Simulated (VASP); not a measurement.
Set up this calculation in VASP 6.6.1, as the native input.

- Task: single point
- Functional: PBE
- Potentials or basis: VASP PAW PBE potentials, release 64 (Sn_d)
- Cutoff: 520 eV
- k mesh: 16 × 16 × 16
- Occupations: fermi-dirac, width 0.05 eV
- Spin: non-collinear spin, zero start, spin-orbit coupling
- Starting moments: [[0.0, 0.0, 0.0]] μB
- Dipole correction: no
- Further INCAR settings: ALGO = Normal; EDIFF = 1e-07; NBANDS = 25

The structure of Sn lies in POSCAR:

```
Sn
1.0
   -2.0291894110      2.0291894110      1.6607599896
    2.0291894110     -2.0291894110      1.6607599896
    2.0291894110      2.0291894110     -1.6607599896
Sn
1
Direct
    0.0000000000      0.0000000000      0.0000000000
```

These files were run (other wordings do the same):

INCAR

```
  PREC = Accurate
  ENCUT = 520
  EDIFF = 1E-7
  ISMEAR = -1
  SIGMA = 0.05
  LREAL = F
  LASPH = T
  NELM = 150
  ALGO = Normal
  ISIF = 2
  LWAVE = F
  LCHARG = T
  LNONCOLLINEAR = T
  MAGMOM = 0 0 0
  LORBIT = 11
  LSORBIT = T
  GGA_COMPAT = F
  LORBMOM = T
  GGA = PE
  LVHAR = T
  NBANDS = 25
```

KPOINTS

```
Automatic mesh
0
Gamma
  16 16 16
```

Potentials or basis: VASP PAW PBE potentials, release 64 (Sn_d).

Command:

```console
$ cat potpaw_PBE.64/Sn_d/POTCAR > POTCAR
$ mpirun -np 1 vasp_ncl > vasp.out
```

It gave:

```json
{"Pressure": "1.0 GPa", "Net moment": "0.00 μB per cell", "Valence electrons inside the program's atomic spheres": "Sn 12.15"}
```

Wall time 5.6 min on 1 thread of Intel(R) Xeon(R) 6975P-C (Granite Rapids), on a shared host, peak memory 0.47 GiB.
